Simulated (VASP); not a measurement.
# Sb (I4/mcm) in VASP: further runs

Sb is run at these levels: PBE; tasks: single point.

Everything below comes from runs of VASP 6.6.1. Logs are shortened: lines on timing, memory, paths and dates and some standing lists are left out, and cuts for length are marked.

## (1) The cell of the first run

The structure is tetragonal, space group I4/mcm (No. 140). Conventional cell: a = 8.006 Å, b = 8.006 Å, c = 4.024 Å, α = 90.00°, β = 90.00°, γ = 90.00°. Within 4.0 Å of Sb (site symmetry m2m) lie 7 Sb at 3.01 to 3.43 Å.

## (2) Single point, PBE

The input, INCAR:

```
PREC     = Accurate       # precision mode
ENCUT    = 520            # plane-wave cutoff, eV
EDIFF    = 1E-6           # SCF threshold, eV
ISMEAR   = -1             # smearing method
SIGMA    = 0.05           # smearing width, eV
LREAL    = F              # projectors in reciprocal space
LASPH    = T              # aspherical terms in the spheres
NELM     = 100            # most SCF steps
ALGO     = Normal         # electronic algorithm
ISIF     = 2              # what is computed and relaxed
LWAVE    = F              # write WAVECAR
LCHARG   = F              # write CHGCAR
GGA      = PE             # functional
NBANDS   = 18             # bands
```

The input, KPOINTS:

```
Automatic mesh
0
Gamma
  7 7 7
```

The input, POSCAR:

```
Sb
1.0
   -4.0029627780      4.0029627780      2.0118924237
    4.0029627780     -4.0029627780      2.0118924237
    4.0029627780      4.0029627780     -2.0118924237
Sb
4
Direct
    0.6512630600      0.1512630600      0.8025261200
    0.1512630600      0.3487369400      0.5000000000
    0.3487369400      0.8487369400      0.1974738800
    0.8487369400      0.6512630600      0.5000000000
```

Potentials or basis: VASP PAW PBE potentials, release 64 (Sb).

Run with:

```sh
$ cat potpaw_PBE.64/Sb/POTCAR > POTCAR
$ mpirun -np 1 vasp_std > vasp.out
```

OUTCAR:

```text
PREC = Accurate
   ENCUT = 520
   EDIFF = 1E-6
   ISMEAR = -1
   LREAL = F
   LASPH = T
   NELM = 100
   ISIF = 2
   GGA = PE

 ion  position               nearest neighbor table
   1  0.651  0.151  0.803-   3 3.01   3 3.01   2 3.15   4 3.15   2 3.15   4 3.15   3 3.43
   2  0.151  0.349  0.500-   4 3.01   4 3.01   1 3.15   3 3.15   1 3.15   3 3.15   4 3.43
   3  0.349  0.849  0.197-   1 3.01   1 3.01   2 3.15   4 3.15   4 3.15   2 3.15   1 3.43
   4  0.849  0.651  0.500-   2 3.01   2 3.01   1 3.15   3 3.15   3 3.15   1 3.15   2 3.43

  LATTYP: Found a body centered tetragonal cell.
 ALAT       =     8.0059255560
 C/A-ratio  =     0.5026008323

  Lattice vectors:

 A1 = (  -4.0029627780,   4.0029627780,   2.0118924237)
 A2 = (   4.0029627780,  -4.0029627780,   2.0118924237)
 A3 = (   4.0029627780,   4.0029627780,  -2.0118924237)

Analysis of symmetry for initial positions (statically):
=====================================================================
 Subroutine PRICEL returns:
 Original cell was already a primitive cell.

 Routine SETGRP: Setting up the symmetry group for a
 body centered tetragonal supercell.

 Subroutine GETGRP returns: Found 16 space group operations
 (whereof  8 operations were pure point group operations)
 out of a pool of 16 trial point group operations.

The static configuration has the point symmetry C_4h.
 The point group associated with its full space group is D_4h.

Analysis of symmetry for dynamics (positions and initial velocities):
=====================================================================
 Subroutine PRICEL returns:
 Original cell was already a primitive cell.

 Routine SETGRP: Setting up the symmetry group for a
 body centered tetragonal supercell.

 Subroutine GETGRP returns: Found 16 space group operations
 (whereof  8 operations were pure point group operations)
 out of a pool of 16 trial point group operations.

The dynamic configuration has the point symmetry C_4h.
 The point group associated with its full space group is D_4h.

 Subroutine INISYM returns: Found 16 space group operations
 (whereof  8 operations are pure point group operations),
 and found     1 'primitive' translations

----------------------------------------------------------------------------------------

                                     Primitive cell

  volume of cell :     128.9519

  direct lattice vectors                    reciprocal lattice vectors
    -4.002962778  4.002962778  2.011892424     0.000000000  0.124907482  0.248522234
     4.002962778 -4.002962778  2.011892424     0.124907482  0.000000000  0.248522234
     4.002962778  4.002962778 -2.011892424     0.124907482  0.124907482  0.000000000

  length of vectors
     6.007922530  6.007922530  6.007922530     0.278145969  0.278145969  0.176645855

  position of ions in fractional coordinates (direct lattice)
     0.651263060  0.151263060  0.802526120
     0.151263060  0.348736940  0.500000000
     0.348736940  0.848736940  0.197473880
     0.848736940  0.651263060  0.500000000

  ion indices of the primitive-cell ions
   primitive index   ion index
                 1           1
                 2           2
                 3           3
                 4           4

----------------------------------------------------------------------------------------

 KPOINTS: Automatic mesh

Automatic generation of k-mesh.
 Grid dimensions read from file:
 generate k-points for:    7    7    7

 Generating k-lattice:

  Cartesian coordinates                     Fractional coordinates (reciprocal lattice)
     0.000000000  0.017843926  0.035503176     0.142857143  0.000000000  0.000000000
     0.017843926  0.000000000  0.035503176     0.000000000  0.142857143  0.000000000
     0.017843926  0.017843926  0.000000000     0.000000000  0.000000000  0.142857143

  Length of vectors
     0.039735138  0.039735138  0.025235122

  Shift w.r.t. Gamma in fractional coordinates (k-lattice)
     0.000000000  0.000000000  0.000000000

 Subroutine IBZKPT returns following result:
 ===========================================

 Found     40 irreducible k-points:

 Following reciprocal coordinates:
            Coordinates               Weight
  0.000000  0.000000  0.000000      1.000000
  0.142857  0.000000 -0.000000      8.000000
  0.285714  0.000000 -0.000000      8.000000
  0.428571 -0.000000  0.000000      8.000000
  0.142857  0.142857  0.000000      8.000000
  0.285714  0.142857 -0.000000     16.000000
[... 16 lines left out ...]
 -0.142857  0.285714  0.142857      8.000000
 -0.428571  0.428571  0.142857      8.000000
 [... further k-points ...]
   k-points           NKPTS =     40   k-points in BZ     NKDIM =     40   number of bands    NBANDS=     18
   number of dos      NEDOS =    301   number of ions     NIONS =      4
   total plane-waves  NPLWV = 110592
   dimension x,y,z NGX =    48 NGY =   48 NGZ =   48
   dimension x,y,z NGXF=    96 NGYF=   96 NGZF=   96
   ions per type =               4
   NGX,Y,Z   is equivalent  to a cutoff of  13.28, 13.28, 13.28 a.u.
   NGXF,Y,Z  is equivalent  to a cutoff of  26.56, 26.56, 26.56 a.u.
 SYSTEM =  unknown system
   PREC   = accura    normal or accurate (medium, high low for compatibility)
   ISTART =      0    job   : 0-new  1-cont  2-samecut
   ICHARG =      2    charge: 1-file 2-atom 10-const
   ISPIN  =      1    spin polarized calculation?
   LNONCOLLINEAR =      F non collinear calculations
   LSORBIT =      F    spin-orbit coupling
   LASPH  =      T    aspherical Exc in radial PAW
   ENCUT  =  520.0 eV  38.22 Ry    6.18 a.u.  11.17 11.17 11.17*2*pi/ulx,y,z
   NELM   =    100;   NELMIN=  2; NELMDL= -5     # of ELM steps
   EDIFF  = 0.1E-05   stopping-criterion for ELM
   LREAL  =      F    real-space projection
   EDIFFG = 0.1E-04   stopping-criterion for IOM
   NSW    =      0    number of steps for IOM
   IBRION =     -1    ionic relax: 0-MD 1-quasi-New 2-CG
   NFREE  =      0    steps in history (QN), initial steepest desc. (CG)
   ISIF   =      2    stress and relaxation
   ISYM   =      2    0-nonsym 1-usesym 2-fastsym
   POTIM  = 0.5000    time-step for ionic-motion
   TEBEG  =    0.0;   TEEND  =   0.0 temperature during run
   PSTRESS=    0.0 pullay stress
   NELECT =      20.0000    total number of electrons
   NUPDOWN=      -1.0000    fix difference up-down
   EMIN   =  10.00;   EMAX   =-10.00  energy-range for DOS
   EFERMI =   0.00;   METHOD = LEGACY
   ISMEAR =    -1;   SIGMA  =   0.05  broadening in eV -4-tet -1-fermi 0-gaus
   EFERMI_NEDOS =   21; number of points for ismear=-14 and -15
   IALGO  =     38    algorithm
   IMIX   =      4    mixing-type and parameters
     AMIX     =   0.40;   BMIX     =  1.00
     AMIX_MAG =   1.60;   BMIX_MAG =  1.00
  volume/ion in A,a.u.               =      32.24       217.55
  Fermi-wavevector in a.u.,A,eV,Ry     =   0.879580  1.662166 10.526306  0.773662
  Thomas-Fermi vector in A             =   1.999824
   LORBIT       =      0    0 simple, 1 ext, 2 COOP (PROOUT), +10 PAW based schemes
   GGA     = PE    functional components
   LHFCALC =     F    Hartree Fock is set to
   AEXX    =    0.0000 exact exchange contribution
   IVDW    =     0    specifies the selected vdW correction
   LEPSILON=     F    determine dielectric tensor
   LRPA    =     F    only Hartree local field effects (RPA)
 non-spin polarized calculation
  energy-cutoff  :      520.00
  volume of cell :      128.95
 maximum number of plane-waves:      3496
 NGX is ok and might be reduce to    48
   NGX = 23   NGY = 23   NGZ = 23

 number of electron      20.0000001 magnetization

 Free energy of the ion-electron system (eV)
  ---------------------------------------------------
  ext. energy  EPLUGINS =         0.00000000
  ---------------------------------------------------
  free energy    TOTEN  =       -15.44854743 eV

  energy without entropy =      -15.42370024  energy(sigma->0) =      -15.43612384

 E-fermi :   6.3562     XC(G=0):  -9.0672

 val. band max:        6.3520551766   @ k =  -0.2857   0.2857   0.0000
 cond. band min:       6.3611042284   @ k =  -0.4286  -0.4286   0.4286
 fundamental gap:      0.0090490518
 Fermi energy:         6.3561605488

 k-point     1 :       0.0000    0.0000    0.0000
  band No.  band energies     occupation
      1      -6.3085      2.00000
      2      -2.8579      2.00000
      3      -1.6049      2.00000
      4      -1.6049      2.00000
      5       1.4422      2.00000
      6       4.7299      2.00000
[... 10 lines left out ...]
     17      12.2269      0.00000
     18      13.0425      0.00000

 k-point     2 :       0.1429    0.0000   -0.0000
  band No.  band energies     occupation
      1      -6.0807      2.00000
      2      -2.9054      2.00000
      3      -1.6675      2.00000
      4      -1.3346      2.00000
      5       1.8102      2.00000
      6       3.0730      2.00000
[... 10 lines left out ...]
     17      11.1293      0.00000
     18      12.6571      0.00000

 k-point     3 :       0.2857    0.0000   -0.0000
  band No.  band energies     occupation
      1      -5.4020      2.00000
      2      -2.8363      2.00000
      3      -1.8084      2.00000
      4      -1.4372      2.00000
      5       1.8605      2.00000
      6       1.8952      2.00000
[... 10 lines left out ...]
     17      11.3585      0.00000
     18      13.2682      0.00000

 k-point     4 :       0.4286   -0.0000    0.0000
  band No.  band energies     occupation
      1      -4.2968      2.00000
      2      -2.9113      2.00000
      3      -2.4043      2.00000
      4      -2.0691      2.00000
      5       1.2757      2.00000
      6       1.4488      2.00000
[... 375 lines left out ...]
      4      -0.4326      2.00000
      5       2.7094      2.00000
      6       3.2926      2.00000
[... 10 lines left out ...]
     17      10.6455      0.00000
     18      11.7026      0.00000

 k-point    23 :      -0.1429    0.2857    0.1429
  band No.  band energies     occupation
      1      -5.7869      2.00000
      2      -3.5561      2.00000
      3      -2.4459      2.00000
      4      -0.5192      2.00000
      5       2.7001      2.00000
      6       2.8743      2.00000
[... 10 lines left out ...]
     17      11.4453      0.00000
     18      11.9531      0.00000

 k-point    24 :      -0.4286    0.4286    0.1429
  band No.  band energies     occupation
      1      -5.7040      2.00000
      2      -4.3383      2.00000
      3      -2.4137      2.00000
      4      -0.2437      2.00000
      5       2.8033      2.00000
      6       3.7287      2.00000
[... 10 lines left out ...]
     17      10.7396      0.00000
     18      11.3367      0.00000

 [... further k-points ...]

------------------------ aborting loop because EDIFF is reached ----------------------------------------

  FORCE on cell =-STRESS in cart. coord.  units (eV):
  Direction    XX          YY          ZZ          XY          YZ          ZX
  --------------------------------------------------------------------------------------
  -------------------------------------------------------------------------------------
  Total        1.8788985      1.8788985      2.7528874      0.0000000      0.0000000     -0.0000000
  in kB       23.3445790     23.3445790     34.2035501      0.0000000      0.0000000     -0.0000000
  external PRESSURE =      26.9642360 kB  Pullay stress =       0.0000000 kB

 VOLUME and BASIS-vectors are now :
 -----------------------------------------------------------------------------
  energy-cutoff  :      520.00
  volume of cell :      128.95
      direct lattice vectors                 reciprocal lattice vectors
    -4.002962778  4.002962778  2.011892424     0.000000000  0.124907482  0.248522234
     4.002962778 -4.002962778  2.011892424     0.124907482  0.000000000  0.248522234
     4.002962778  4.002962778 -2.011892424     0.124907482  0.124907482  0.000000000

 POSITION                                       TOTAL-FORCE (eV/Angst)
 -----------------------------------------------------------------------------------
      1.21100      5.21396     -0.00000         0.019847      0.019847      0.000000
      2.79196      1.21100      0.00000        -0.019847      0.019847     -0.000000
      2.79196     -1.21100      2.01189        -0.019847     -0.019847     -0.000000
      1.21100      2.79196      2.01189         0.019847     -0.019847     -0.000000
 -----------------------------------------------------------------------------------
    total drift:                               -0.000000      0.000000     -0.000000

  FREE ENERGIE OF THE ION-ELECTRON SYSTEM (eV)
  ---------------------------------------------------
  free  energy   TOTEN  =       -15.4485474274 eV

  energy  without entropy=      -15.4237002430  energy(sigma->0) =      -15.43612384
```

Run time: 48 s. Hardware: 1 thread of Intel Xeon 6975P-C (Granite Rapids), shared host; peak memory 0.33 GiB.

Results:

```
Free energy            : -15.4485 eV
Pressure               : 2.7 GPa
Largest force          : 0.028 eV/Å
Band gap on the k mesh : zero (band 10 reaches 6.94 eV, above the bottom of band 11 at 5.39 eV)
```

Forces in eV/Å, atoms in the order of the input:
```
Sb   0.020  0.020  0.000
Sb  -0.020  0.020  0.000
Sb  -0.020 -0.020  0.000
Sb   0.020 -0.020  0.000
```

Stress tensor (GPa, compression positive):
```
2.33 0.00 0.00
0.00 2.33 0.00
0.00 0.00 3.42
```

Levels at points of the mesh, in eV from the Fermi level:
```
           k point  band 6  band 7  band 8  band 9  band 10  band 11  band 12  band 13  band 14  band 15
(0.00, 0.00, 0.00)   -1.63   -1.12   -1.12   -1.07    -0.97    -0.97    -0.36     2.60     2.60     3.33
```

Caveat: spin-orbit coupling is left out, which moves the levels of the heavy elements.

## (3) Single point, PBE

This run uses another cell than the first one, of 32.90 Å³/atom, 1.020 times its volume.

The input, INCAR:

```
SYSTEM = Sb
PREC     = Accurate       ! precision mode
ENCUT    = 520            ! plane-wave cutoff, eV
EDIFF    = 1E-6           ! SCF threshold, eV
ISMEAR   = -1             ! smearing method
SIGMA    = 0.05           ! smearing width, eV
LREAL    = .FALSE.        ! projectors in reciprocal space
LASPH    = .TRUE.         ! aspherical terms in the spheres
NELM     = 60             ! most SCF steps
ALGO     = Normal         ! electronic algorithm
ISIF     = 2              ! what is computed and relaxed
LWAVE    = .FALSE.        ! write WAVECAR
LCHARG   = .FALSE.        ! write CHGCAR
GGA      = PE             ! functional
NBANDS   = 18             ! bands
```

The input, KPOINTS:

```
Automatic mesh
0
G
  7 7 7
  0 0 0
```

The input, POSCAR:

```
Sb
1.0
   -4.0300106443      4.0300106443      2.0254867038
    4.0300106443     -4.0300106443      2.0254867038
    4.0300106443      4.0300106443     -2.0254867038
Sb
4
Direct
    0.6512630600      0.1512630600      0.8025261200
    0.1512630600      0.3487369400      0.5000000000
    0.3487369400      0.8487369400      0.1974738800
    0.8487369400      0.6512630600      0.5000000000
```

Potentials or basis: VASP PAW PBE potentials, release 64 (Sb).

Run with:

```sh
$ cat potpaw_PBE.64/Sb/POTCAR > POTCAR
$ mpirun -np 1 vasp_std > vasp.out
```

Wall time 50 s (1 thread of Intel Xeon 6975P-C (Granite Rapids), shared host); peak memory 0.33 GiB.

It converged, with:

```yaml
Free_energy: -15.4833 eV
Pressure: 1.6 GPa
Largest_force: 0.004 eV/Å
Band_gap_on_the_k_mesh: zero (band 10 reaches 6.72 eV, above the bottom of band 11 at 5.18 eV)
```

Forces in eV/Å, atoms in the order of the input:
```
Sb  -0.003 -0.003  0.000
Sb   0.003 -0.003  0.000
Sb   0.003  0.003  0.000
Sb  -0.003  0.003  0.000
```

Stress tensor (GPa, compression positive):
```
1.33 0.00 0.00
0.00 1.33 0.00
0.00 0.00 2.01
```

Levels at points of the mesh, in eV from the Fermi level:
| k point | band 7 | band 8 | band 9 | band 10 | band 11 | band 12 | band 13 | band 14 |
| --- | --- | --- | --- | --- | --- | --- | --- | --- |
| (0.00, 0.00, 0.00) | -1.13 | -1.13 | -1.03 | -0.94 | -0.94 | -0.36 | 2.61 | 2.61 |

Caveat: spin-orbit coupling is left out, which moves the levels of the heavy elements.

## (4) Single point, PBE

This run uses another cell than the first one, of 33.55 Å³/atom, 1.041 times its volume.

The input, INCAR:

```
SYSTEM = Sb
  ALGO = Normal
  EDIFF = 1E-6
  ENCUT = 520
  GGA = PE
  ISIF = 2
  ISMEAR = -1
  LASPH = .True.
  LCHARG = .True.
  LELF = .True.
  LREAL = .False.
  LVHAR = .True.
  LWAVE = .False.
  NBANDS = 18
  NELM = 60
  PREC = Accurate
  SIGMA = 0.05
```

The input, KPOINTS:

```
k-points
0
Gamma
  7 7 7
  0 0 0
```

The input, POSCAR:

```
Sb
1.0
   -4.0567002343      4.0567002343      2.0389009140
    4.0567002343     -4.0567002343      2.0389009140
    4.0567002343      4.0567002343     -2.0389009140
Sb
4
Direct
    0.6512630600      0.1512630600      0.8025261200
    0.1512630600      0.3487369400      0.5000000000
    0.3487369400      0.8487369400      0.1974738800
    0.8487369400      0.6512630600      0.5000000000
```

Run with:

```sh
$ cat potpaw_PBE.64/Sb/POTCAR > POTCAR
$ mpirun -np 1 vasp_std > vasp.out
```

Run time: 53 s. Hardware: 1 thread of Intel Xeon 6975P-C (Granite Rapids), shared host; peak memory 0.33 GiB.

The run converged. Its results:

- Free energy: -15.5004 eV
- Pressure: 0.5 GPa
- Largest force: 0.034 eV/Å
- Band gap on the k mesh: zero (band 10 reaches 6.51 eV, above the bottom of band 11 at 4.98 eV)

Forces in eV/Å, atoms in the order of the input:
```
Sb  -0.024 -0.024  0.000
Sb   0.024 -0.024  0.000
Sb   0.024  0.024  0.000
Sb  -0.024  0.024  0.000
```

Stress tensor (GPa, compression positive):
```
0.44 0.00 0.00
0.00 0.44 0.00
0.00 0.00 0.73
```

Levels at points of the mesh, in eV from the Fermi level:
```tsv
k point	band 8	band 9	band 10	band 11	band 12	band 13
(0.00, 0.00, 0.00)	-1.13	-0.99	-0.91	-0.91	-0.37	2.61
```

Caveat: spin-orbit coupling is left out, which moves the levels of the heavy elements.

(Continued in part 2 of 2.)
